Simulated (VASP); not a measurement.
# Sr3Ti4NbO12 (a cell with a defect) in VASP: single point with PBEsol

Aim: the single point of Sr3Ti4NbO12 (a cell with a defect) with PBEsol.

Everything below comes from runs of VASP 6.6.1. Logs are shortened: lines on timing, memory, paths and dates and some standing lists are left out, and cuts for length are marked.

### Step 1. The cell of the first run

The cell holds a defect, 40 atoms: a = 7.783 Å, b = 7.783 Å, c = 7.783 Å, α = 90.00°, β = 90.00°, γ = 90.00°.

### Step 2. Single point, PBEsol

Input file INCAR:

```
SYSTEM = Sr3Ti4NbO12
PREC = Accurate ; ENCUT = 520
EDIFF = 1E-6 ; ISMEAR = -1
SIGMA = 0.05 ; LREAL = Auto
LASPH = .TRUE. ; NELM = 120
ALGO = Normal ; ISIF = 2
LWAVE = .FALSE. ; LCHARG = .TRUE.
GGA = PS ; LELF = .TRUE.
LVHAR = .TRUE. ; ISYM = -1
NBANDS = 189 ; GGA_COMPAT = .FALSE.
```

Input file KPOINTS:

```
explicit points
1
Reciprocal
  0.25000000   0.25000000   0.25000000 1
```

Input file POSCAR:

```
Sr3Ti4NbO12
1.0
    7.7828210000      0.0000000000      0.0000000000
    0.0000000000      7.7828210000      0.0000000000
    0.0000000000      0.0000000000      7.7828210000
Nb Sr Ti O
2 6 8 24
Direct
    0.8772270000      0.9400450000      0.0014560000
    0.3741240000      0.5593800000      0.4962490000
    0.0026380000      0.9984990000      0.5009020000
    0.0114910000      0.4838030000      0.0008730000
    0.9735940000      0.4801540000      0.5027440000
    0.4818580000      0.0220690000      0.9993810000
    0.5148590000      0.0105310000      0.5010730000
    0.5023180000      0.5032530000      0.0014780000
    0.2516920000      0.2525000000      0.2486930000
    0.2590450000      0.2595230000      0.7494390000
    0.2541440000      0.7609620000      0.2499110000
    0.2416930000      0.7694530000      0.7682260000
    0.7514730000      0.2461010000      0.2499230000
    0.7567340000      0.2438070000      0.7502850000
    0.7552240000      0.7393330000      0.2525340000
    0.7462310000      0.7354000000      0.7409180000
    0.2451400000      0.2559700000      0.9998130000
    0.3212750000      0.2980850000      0.4982090000
    0.3020570000      0.7547880000      0.9985930000
    0.1908190000      0.7394180000      0.5010200000
    0.8200650000      0.2042230000      0.0010650000
    0.7461340000      0.2396440000      0.5017090000
    0.6927840000      0.7569110000      0.9999410000
    0.8006800000      0.7519450000      0.5009910000
    0.0188950000      0.2354550000      0.2887870000
    0.0180880000      0.2368750000      0.7151790000
    0.0023900000      0.7836500000      0.1859930000
    0.9960140000      0.7843110000      0.8088030000
    0.5181080000      0.2654560000      0.2121470000
    0.5155100000      0.2641420000      0.7872250000
    0.5023350000      0.7066160000      0.3112750000
    0.4970340000      0.7055150000      0.6754680000
    0.2868920000      0.0055950000      0.2720320000
    0.2813490000      0.0046960000      0.7258640000
    0.2323490000      0.5043840000      0.2536310000
    0.2306170000      0.5100460000      0.7397770000
    0.7289160000      0.9938100000      0.2428150000
    0.7261830000      0.9925990000      0.7646600000
    0.7847840000      0.4930470000      0.2331140000
    0.7807420000      0.4951550000      0.7733870000
```

Potentials or basis: VASP PAW PBE potentials, release 64 (Nb_sv, Sr_sv, Ti_sv, O).

Run with:

```console
$ cat potpaw_PBE.64/Nb_sv/POTCAR potpaw_PBE.64/Sr_sv/POTCAR potpaw_PBE.64/Ti_sv/POTCAR potpaw_PBE.64/O/POTCAR > POTCAR
$ mpirun -np 1 vasp_std > vasp.out
```

OUTCAR:

```text
SYSTEM = Sr3Ti4NbO12
   PREC = Accurate
   ENCUT = 520
   EDIFF = 1E-6
   ISMEAR = -1
   LREAL = Auto
   LASPH = .TRUE.
   NELM = 120
   ISIF = 2
   GGA = PS
   ISYM = -1

 ion  position               nearest neighbor table
   1  0.877  0.940  0.001-  23 2.02  21 2.10  27 2.12  28 2.14  38 2.22  37 2.24  15 2.68  16 2.77
                             6 3.14   4 3.70   3 4.03   3 4.04
   2  0.374  0.559  0.496-  20 2.00  32 2.04  18 2.07  31 2.09  35 2.23  36 2.23  11 2.65  12 2.87
                             5 3.18   7 3.68   8 4.00   8 4.08
   3  0.003  0.998  0.501-  25 2.48  24 2.48  20 2.49  26 2.50  22 2.74  34 2.79  33 2.84  28 2.92
                            37 2.93  27 2.97  38 2.97  12 3.31  11 3.33  14 3.33  13 3.37  15 3.39
   4  0.011  0.484  0.001-  40 2.52  39 2.53  17 2.54  35 2.62  21 2.64  36 2.66  27 2.74  28 2.78
                            26 2.94  25 2.96  19 3.09   9 3.23  10 3.25  23 3.27  14 3.35  13 3.36
   5  0.974  0.480  0.503-  24 2.51  26 2.54  25 2.55  39 2.56  22 2.58  40 2.59  20 2.63  36 2.73
                            35 2.80  18 3.05  14 3.15   2 3.18  13 3.19  16 3.24  15 3.28  28 3.36
   6  0.482  0.022  0.999-  19 2.51  30 2.52  29 2.53  17 2.59  33 2.61  23 2.64  34 2.64  38 2.65
                            37 2.71  21 2.99   1 3.14   9 3.19  10 3.19  12 3.26  11 3.33  13 3.35
   7  0.515  0.011  0.501-  33 2.52  34 2.52  22 2.53  37 2.61  38 2.63  18 2.70  32 2.74  31 2.79
                            30 2.98  29 3.00  24 3.00  13 3.25  14 3.26  20 3.29  16 3.36  10 3.38
   8  0.502  0.503  0.001-  23 2.47  29 2.48  30 2.50  19 2.50  17 2.78  40 2.80  39 2.84  35 2.88
                            31 2.88  36 2.94  32 2.99  16 3.31  10 3.32  15 3.33   9 3.36  11 3.39
   9  0.252  0.252  0.249-  25 1.84  17 1.94  33 1.95  35 1.97  18 2.05  29 2.10   6 3.19   4 3.23
                             8 3.36   3 3.39   7 3.41   5 3.43
  10  0.259  0.260  0.749-  26 1.90  17 1.95  36 1.96  34 2.00  30 2.02  18 2.04   6 3.19   4 3.25
                             8 3.32   7 3.38   5 3.40   3 3.44
  11  0.254  0.761  0.250-  33 1.93  19 1.99  35 2.00  20 2.02  27 2.03  31 2.03   2 2.65   3 3.33
                             6 3.33   8 3.39   7 3.42   4 3.46   5 3.66
  12  0.242  0.769  0.768-  19 1.86  34 1.89  28 1.94  36 2.03  20 2.13  32 2.17   2 2.87   6 3.26
                             3 3.31   4 3.38   8 3.42   7 3.52   5 3.70
  13  0.751  0.246  0.250-  29 1.85  39 1.94  22 1.96  37 1.97  21 2.04  25 2.10   5 3.19   7 3.25
                             6 3.35   4 3.36   3 3.37   8 3.39
  14  0.757  0.244  0.750-  30 1.91  22 1.94  38 1.97  40 1.97  21 2.04  26 2.05   5 3.15   7 3.26
                             3 3.33   4 3.35   6 3.36   8 3.44
  15  0.755  0.739  0.253-  39 1.94  24 1.97  37 1.99  27 2.02  23 2.03  31 2.04   1 2.68   5 3.28
                             8 3.33   3 3.39   7 3.42   4 3.43   6 3.64
  16  0.746  0.735  0.741-  40 1.91  24 1.92  38 2.02  32 2.02  28 2.05  23 2.07   1 2.77   5 3.24
                             8 3.31   7 3.36   3 3.42   4 3.49   6 3.64
  17  0.245  0.256  1.000-   9 1.94  10 1.95   4 2.54   6 2.59   8 2.78
  18  0.321  0.298  0.498-  10 2.04   9 2.05   2 2.07   7 2.70   5 3.05   3 3.40
  19  0.302  0.755  0.999-  12 1.86  11 1.99   8 2.50   6 2.51   4 3.09
  20  0.191  0.739  0.501-   2 2.00  11 2.02  12 2.13   3 2.49   5 2.63   7 3.29
  21  0.820  0.204  0.001-  13 2.04  14 2.04   1 2.10   4 2.64   6 2.99   8 3.40
  22  0.746  0.240  0.502-  14 1.94  13 1.96   7 2.53   5 2.58   3 2.74
  23  0.693  0.757  1.000-   1 2.02  15 2.03  16 2.07   8 2.47   6 2.64   4 3.27
  24  0.801  0.752  0.501-  16 1.92  15 1.97   3 2.48   5 2.51   7 3.00
  25  0.019  0.235  0.289-   9 1.84  13 2.10   3 2.48   5 2.55   4 2.96
  26  0.018  0.237  0.715-  10 1.90  14 2.05   3 2.50   5 2.54   4 2.94
  27  0.002  0.784  0.186-  15 2.02  11 2.03   1 2.12   4 2.74   3 2.97   5 3.42
  28  0.996  0.784  0.809-  12 1.94  16 2.05   1 2.14   4 2.78   3 2.92   5 3.36
  29  0.518  0.265  0.212-  13 1.85   9 2.10   8 2.48   6 2.53   7 3.00
  30  0.516  0.264  0.787-  14 1.91  10 2.02   8 2.50   6 2.52   7 2.98
  31  0.502  0.707  0.311-  11 2.03  15 2.04   2 2.09   7 2.79   8 2.88   6 3.46
  32  0.497  0.706  0.675-  16 2.02   2 2.04  12 2.17   7 2.74   8 2.99   6 3.53
  33  0.287  0.006  0.272-  11 1.93   9 1.95   7 2.52   6 2.61   3 2.84
  34  0.281  0.005  0.726-  12 1.89  10 2.00   7 2.52   6 2.64   3 2.79
  35  0.232  0.504  0.254-   9 1.97  11 2.00   2 2.23   4 2.62   5 2.80   8 2.88
  36  0.231  0.510  0.740-  10 1.96  12 2.03   2 2.23   4 2.66   5 2.73   8 2.94
  37  0.729  0.994  0.243-  13 1.97  15 1.99   1 2.24   7 2.61   6 2.71   3 2.93
  38  0.726  0.993  0.765-  14 1.97  16 2.02   1 2.22   7 2.63   6 2.65   3 2.97
  39  0.785  0.493  0.233-  15 1.94  13 1.94   4 2.53   5 2.56   8 2.84
  40  0.781  0.495  0.773-  16 1.91  14 1.97   4 2.52   5 2.59   8 2.80

IMPORTANT INFORMATION: All symmetrisations will be switched off!
NOSYMM: (Re-)initialisation of all symmetry stuff for point group C_1.

----------------------------------------------------------------------------------------

                                     Primitive cell

  volume of cell :     471.4234

  direct lattice vectors                    reciprocal lattice vectors
     7.782821000  0.000000000  0.000000000     0.128488115  0.000000000  0.000000000
     0.000000000  7.782821000  0.000000000     0.000000000  0.128488115  0.000000000
     0.000000000  0.000000000  7.782821000     0.000000000  0.000000000  0.128488115

  length of vectors
     7.782821000  7.782821000  7.782821000     0.128488115  0.128488115  0.128488115

  position of ions in fractional coordinates (direct lattice)
     0.877227000  0.940045000  0.001456000
     0.374124000  0.559380000  0.496249000
     0.002638000  0.998499000  0.500902000
     0.011491000  0.483803000  0.000873000
     0.973594000  0.480154000  0.502744000
     0.481858000  0.022069000  0.999381000
[... 32 lines left out ...]
     0.784784000  0.493047000  0.233114000
     0.780742000  0.495155000  0.773387000

  ion indices of the primitive-cell ions
   primitive index   ion index
                 1           1
                 2           2
                 3           3
                 4           4
                 5           5
                 6           6
[... 32 lines left out ...]
                39          39
                40          40

----------------------------------------------------------------------------------------

 KPOINTS: explicit points

Read explicit list of k-points.

 Found      1 k-points:

 Following reciprocal coordinates:
            Coordinates               Weight
  0.250000  0.250000  0.250000      1.000000
   k-points           NKPTS =      1   k-points in BZ     NKDIM =      1   number of bands    NBANDS=    189
   number of dos      NEDOS =    301   number of ions     NIONS =     40
   total plane-waves  NPLWV = 216000
   dimension x,y,z NGX =    60 NGY =   60 NGZ =   60
   dimension x,y,z NGXF=   120 NGYF=  120 NGZF=  120
   ions per type =               2   6   8  24
   NGX,Y,Z   is equivalent  to a cutoff of  12.82, 12.82, 12.82 a.u.
   NGXF,Y,Z  is equivalent  to a cutoff of  25.63, 25.63, 25.63 a.u.
 SYSTEM =  Sr3Ti4NbO12
   PREC   = accura    normal or accurate (medium, high low for compatibility)
   ISTART =      0    job   : 0-new  1-cont  2-samecut
   ICHARG =      2    charge: 1-file 2-atom 10-const
   ISPIN  =      1    spin polarized calculation?
   LNONCOLLINEAR =      F non collinear calculations
   LSORBIT =      F    spin-orbit coupling
   LASPH  =      T    aspherical Exc in radial PAW
   ENCUT  =  520.0 eV  38.22 Ry    6.18 a.u.  14.47 14.47 14.47*2*pi/ulx,y,z
   NELM   =    120;   NELMIN=  2; NELMDL= -5     # of ELM steps
   EDIFF  = 0.1E-05   stopping-criterion for ELM
   LREAL  =      T    real-space projection
   EDIFFG = 0.1E-04   stopping-criterion for IOM
   NSW    =      0    number of steps for IOM
   IBRION =     -1    ionic relax: 0-MD 1-quasi-New 2-CG
   NFREE  =      0    steps in history (QN), initial steepest desc. (CG)
   ISIF   =      2    stress and relaxation
   ISYM   =     -1    0-nonsym 1-usesym 2-fastsym
   POTIM  = 0.5000    time-step for ionic-motion
   TEBEG  =    0.0;   TEEND  =   0.0 temperature during run
   PSTRESS=    0.0 pullay stress
   NELECT =     326.0000    total number of electrons
   NUPDOWN=      -1.0000    fix difference up-down
   EMIN   =  10.00;   EMAX   =-10.00  energy-range for DOS
   EFERMI =   0.00;   METHOD = LEGACY
   ISMEAR =    -1;   SIGMA  =   0.05  broadening in eV -4-tet -1-fermi 0-gaus
   EFERMI_NEDOS =   21; number of points for ismear=-14 and -15
   IALGO  =     38    algorithm
   IMIX   =      4    mixing-type and parameters
     AMIX     =   0.40;   BMIX     =  1.00
     AMIX_MAG =   1.60;   BMIX_MAG =  1.00
  volume/ion in A,a.u.               =      11.79        79.53
  Fermi-wavevector in a.u.,A,eV,Ry     =   1.447695  2.735746 28.515362  2.095820
  Thomas-Fermi vector in A             =   2.565620
   LORBIT       =      0    0 simple, 1 ext, 2 COOP (PROOUT), +10 PAW based schemes
   GGA     = PS    functional components
   LHFCALC =     F    Hartree Fock is set to
   AEXX    =    0.0000 exact exchange contribution
   IVDW    =     0    specifies the selected vdW correction
   LEPSILON=     F    determine dielectric tensor
   LRPA    =     F    only Hartree local field effects (RPA)
 non-spin polarized calculation
  energy-cutoff  :      520.00
  volume of cell :      471.42
 maximum number of plane-waves:     12704
 NGX is ok and might be reduce to    60
   NGX = 29   NGY = 29   NGZ = 29

 number of electron     326.0000009 magnetization

 Free energy of the ion-electron system (eV)
  ---------------------------------------------------
  ext. energy  EPLUGINS =         0.00000000
  ---------------------------------------------------
  free energy    TOTEN  =      -345.74816341 eV

  energy without entropy =     -345.63706791  energy(sigma->0) =     -345.69261566

 E-fermi :   7.1164     XC(G=0): -11.5787

 val. band max:        7.0392363251   @ k =   0.2500   0.2500   0.2500
 cond. band min:       7.2179058694   @ k =   0.2500   0.2500   0.2500
 fundamental gap:      0.1786695443
 Fermi energy:         7.1164087865

 k-point     1 :       0.2500    0.2500    0.2500
  band No.  band energies     occupation
      1     -51.3471      2.00000
      2     -51.3255      2.00000
      3     -51.3011      2.00000
      4     -51.2635      2.00000
      5     -51.2581      2.00000
      6     -51.0975      2.00000
[... 167 lines left out ...]
    174       8.1217      0.00000
    175       8.1652      0.00000
 [bands above 175 left out]

------------------------ aborting loop because EDIFF is reached ----------------------------------------

  FORCE on cell =-STRESS in cart. coord.  units (eV):
  Direction    XX          YY          ZZ          XY          YZ          ZX
  --------------------------------------------------------------------------------------
  -------------------------------------------------------------------------------------
  Total        6.6641483      3.7303924     -5.3954507     -0.6727039     -0.9843565     -0.7884834
  in kB       22.6487432     12.6780942    -18.3369537     -2.2862482     -3.3454295     -2.6797359
  external PRESSURE =       5.6632946 kB  Pullay stress =       0.0000000 kB

 VOLUME and BASIS-vectors are now :
 -----------------------------------------------------------------------------
  energy-cutoff  :      520.00
  volume of cell :      471.42
      direct lattice vectors                 reciprocal lattice vectors
     7.782821000  0.000000000  0.000000000     0.128488115  0.000000000  0.000000000
     0.000000000  7.782821000  0.000000000     0.000000000  0.128488115  0.000000000
     0.000000000  0.000000000  7.782821000     0.000000000  0.000000000  0.128488115

 POSITION                                       TOTAL-FORCE (eV/Angst)
 -----------------------------------------------------------------------------------
      6.82730      7.31620      0.01133        -0.012399      0.013573      0.017927
      2.91174      4.35355      3.86222         0.043027     -0.050515     -0.038272
      0.02053      7.77114      3.89843         0.022406     -0.003972     -0.023913
      0.08943      3.76535      0.00679         0.022151     -0.003703      0.001690
      7.57731      3.73695      3.91277         0.027574      0.022295     -0.025125
      3.75021      0.17176      7.77800        -0.052174     -0.017882      0.036059
[... 32 lines left out ...]
      6.10783      3.83730      1.81428        -0.012798      0.059028     -0.030902
      6.07638      3.85370      6.01913        -0.003802     -0.033945     -0.000172
 -----------------------------------------------------------------------------------
    total drift:                                0.008261     -0.011826     -0.003504

  FREE ENERGIE OF THE ION-ELECTRON SYSTEM (eV)
  ---------------------------------------------------
  free  energy   TOTEN  =      -345.7481634113 eV

  energy  without entropy=     -345.6370679050  energy(sigma->0) =     -345.69261566
```

Run time: 2.8 min. Hardware: 1 thread of Intel Xeon 6975P-C (Granite Rapids), shared host; peak memory 0.54 GiB.

What came out:

| Property | Result |
| --- | --- |
| Free energy | -345.7482 eV |
| Pressure | 0.6 GPa |
| Largest force | 0.146 eV/Å |

Forces in eV/Å, atoms in the order of the input:
```
Nb  -0.012  0.014  0.018
Nb   0.043 -0.051 -0.038
Sr   0.022 -0.004 -0.024
Sr   0.022 -0.004  0.002
Sr   0.028  0.022 -0.025
Sr  -0.052 -0.018  0.036
Sr  -0.010  0.000 -0.005
Sr  -0.013  0.006  0.003
Ti   0.054 -0.025  0.004
Ti  -0.034 -0.036 -0.029
Ti  -0.021  0.003 -0.011
Ti  -0.021 -0.047 -0.136
Ti   0.042  0.024  0.011
Ti   0.007 -0.002  0.014
Ti  -0.047 -0.030  0.069
Ti  -0.068  0.031 -0.022
O   -0.001 -0.001 -0.025
O    0.009  0.012  0.012
O   -0.029  0.013  0.046
O    0.000 -0.040  0.041
O    0.022 -0.025  0.027
O   -0.008  0.001  0.006
O    0.026  0.038 -0.034
O   -0.026 -0.004 -0.033
O   -0.087 -0.006 -0.013
O   -0.011  0.015  0.023
O   -0.020  0.051 -0.051
O    0.015  0.058  0.095
O   -0.009 -0.008  0.029
O    0.018  0.017 -0.021
O    0.025 -0.031  0.019
O    0.000 -0.038  0.038
O   -0.017 -0.032  0.010
O    0.023 -0.008  0.028
O    0.020  0.070  0.011
O    0.036  0.083  0.009
O    0.054 -0.034 -0.028
O    0.038 -0.043 -0.025
O   -0.013  0.059 -0.031
O   -0.004 -0.034  0.000
```

Levels at points of the mesh, in eV from the Fermi level:
| k point | band 161 | band 162 | band 163 | band 164 | band 165 | band 166 |
| --- | --- | --- | --- | --- | --- | --- |
| (0.25, 0.25, 0.25) | -0.55 | -0.36 | -0.08 | 0.10 | 0.15 | 0.23 |

Caveat: the PAW data sets were made with another functional, which shifts forces and pressure a little.
